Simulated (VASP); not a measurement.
Here is a VASP 6.6.1 calculation.

Contents of INCAR:

```
SYSTEM = TiTe
PREC = Accurate
ENCUT = 520
EDIFF = 1E-6
ISMEAR = -1
SIGMA = 0.05
LREAL = .FALSE.
LASPH = .TRUE.
NELM = 60
ALGO = Normal
ISIF = 2
LWAVE = .FALSE.
LCHARG = .FALSE.
NBANDS = 16
```

File KPOINTS:

```
Automatic mesh
0
G
  12 12 12
  0 0 0
```

Contents of POSCAR:

```
TiTe
1.0
    0.0000000000      2.5150192774      2.5150192774
    2.5150192774      0.0000000000      2.5150192774
    2.5150192774      2.5150192774      0.0000000000
Ti Te
1 1
Direct
    0.0000000000      0.0000000000      0.0000000000
    0.5000000000      0.5000000000      0.5000000000
```

Potentials or basis: VASP PAW LDA potentials, release 64 (Ti_sv, Te).

The run is started by

```bash
$ cat potpaw_LDA.64/Ti_sv/POTCAR potpaw_LDA.64/Te/POTCAR > POTCAR
$ mpirun -np 1 vasp_std > vasp.out
```

Problem. Estimate the pressure.

Solution. 47.4 GPa.

Problem. What does it give for the band gap on the k mesh?

Solution. Zero (band 9 reaches 14.56 eV, above the bottom of band 10 at 12.95 eV).

Caveat: spin-orbit coupling is left out, which moves the levels of the heavy elements.
